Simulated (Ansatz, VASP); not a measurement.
## One calculation of Rh, two programs

File INCAR:

```
  AGGAC = 1.0
  AGGAX = 1.0
  ALDAC = 0.0
  ALDAX = 1.0
  ALGO = Normal
  EDIFF = 1E-7
  ENCUT = 520
  GGA = B5
  GGA_COMPAT = False
  ISIF = 2
  ISMEAR = -1
  LASPH = True
  LCHARG = True
  LMAXMIX = 4
  LORBIT = 11
  LORBMOM = True
  LREAL = False
  LSORBIT = True
  LVHAR = True
  LWAVE = False
  MAGMOM = 0 0 1
  NBANDS = 26
  NELM = 150
  PREC = Accurate
  SIGMA = 0.05
```

KPOINTS

```
k-points
0
Gamma
  14 14 14
```

Contents of POSCAR:

```
Rh
1.0
    0.0000000000      1.9497196818      1.9497196818
    1.9497196818      0.0000000000      1.9497196818
    1.9497196818      1.9497196818      0.0000000000
Rh
1
Direct
    0.0000000000      0.0000000000      0.0000000000
```

Input for Ansatz:

```yaml
crystal:
  lattice:
    - [0.0, 1.9497196818, 1.9497196818]
    - [1.9497196818, 0.0, 1.9497196818]
    - [1.9497196818, 1.9497196818, 0.0]
  atoms:
    - { symbol: Rh, position: [0.0, 0.0, 0.0], spin: 1.0, spin_axis: [0, 0, 1] }
hamiltonian:
  xc: blyp
  pseudopotentials:
    kind: paw_fr
    azcp:
      Rh: "pseudopotentials/Rh.paw.azcp"
basis:
  ecutwfc: 420
  fft_grid_basis: typed
kpoints:
  mp_grid: { grid: [14, 14, 14], shift: [0, 0, 0] }
magnetization:
  noncollinear: true
  spin_orbit: true
scf:
  occupations: { method: fermi_dirac, width: 0.05 }
```

Alike in both runs: task single point; functional BLYP; k mesh 14 × 14 × 14; occupations fermi-dirac, width 0.05 eV; non-collinear spin, spin-orbit coupling.

|  | VASP | Ansatz |
| --- | --- | --- |
| version | VASP 6.6.1 | Ansatz 0.2.0 |
| potentials or method | VASP PAW PBE potentials, release 64 (Rh_pv), cutoff 520 eV | plane waves (420 eV) with PAW, fully relativistic with spin-orbit coupling |
| valence electrons in the cell | 15 | 17 |

|  | VASP | Ansatz | Ansatz less VASP |
| --- | --- | --- | --- |
| net moment per atom (μB) | 0.00 | 0.00 | 0.000 |

VASP's potentials were made for PBE, not for BLYP. With one functional, cell and mesh, what is left measures potentials, basis and numerics. VASP's potentials hold 15 valence electrons a cell and Ansatz's 17, so a difference there can come from the potentials and not from the codes. Ansatz's warnings: seeded moment not kept.
